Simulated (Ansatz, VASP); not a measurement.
Two plane-wave programs on SrMg

File INCAR:

```
ALGO     = Normal         # electronic algorithm
EDIFF    = 1E-7           # SCF threshold, eV
EDIFFG   = -0.002         # ionic threshold
ENCUT    = 750            # plane-wave cutoff, eV
GGA      = CA             # functional
GGA_COMPAT= False        
IBRION   = 2              # ionic algorithm
ISIF     = 3              # what is computed and relaxed
ISMEAR   = -1             # smearing method
LASPH    = True           # aspherical terms in the spheres
LCHARG   = False          # write CHGCAR
LREAL    = False          # projectors in reciprocal space
LWAVE    = False          # write WAVECAR
NELM     = 120            # most SCF steps
NELMIN   = 4            
NSW      = 100            # ionic steps
PREC     = Accurate       # precision mode
SIGMA    = 0.1            # smearing width, eV
```

The input KPOINTS:

```
k-points
0
Gamma
  10 10 10
```

The input POSCAR:

```
SrMg
1.0
    3.9000000000      0.0000000000      0.0000000000
    0.0000000000      3.9000000000      0.0000000000
    0.0000000000      0.0000000000      3.9000000000
Sr Mg
1 1
Direct
    0.5000000000      0.5000000000      0.5000000000
    0.0000000000      0.0000000000      0.0000000000
```

Input for Ansatz:

```yaml
crystal:
  lattice:
    - [3.9, 0.0, 0.0]
    - [0.0, 3.9, 0.0]
    - [0.0, 0.0, 3.9]
  atoms:
    - { symbol: Sr, position: [0.5, 0.5, 0.5] }
    - { symbol: Mg, position: [0.0, 0.0, 0.0] }
kpoints:
  mp_grid: { grid: [10, 10, 10] }
scf:
  occupations: { method: fermi_dirac, width: 0.1 }
hamiltonian:
  xc: lda
  pseudopotentials: { kind: paw }
relax:
  f_tol: 0.002
  max_steps: 80
  cell: {}
output:
  forces: true
  stress: true
  write_density: true
  write_potential: true
  elf: true
  volumetric_format: npy
```

Alike in both runs: task relaxation of cell and atoms; functional LDA; k mesh 10 × 10 × 10; occupations fermi-dirac, width 0.1 eV; no spin polarisation.

```csv
,VASP,Ansatz
version,VASP 6.6.1,Ansatz 0.2.0
potentials or method,"VASP PAW LDA potentials, release 64 (Sr_sv, Mg_sv)","PAW with Ansatz's default frozen-core files, scalar-relativistic"
plane-wave cutoff (eV),750,420
valence electrons in the cell,20,20
```

```tsv
	VASP	Ansatz	Ansatz less VASP
relaxed volume (Å³/atom)	33.18	33.51	+0.337
relaxed cell length with the largest relative difference (Å)	4.048	4.062	+0.0137
```

LDA's correlation is that of Perdew and Zunger in VASP and of Perdew and Wang (1992) in Ansatz.
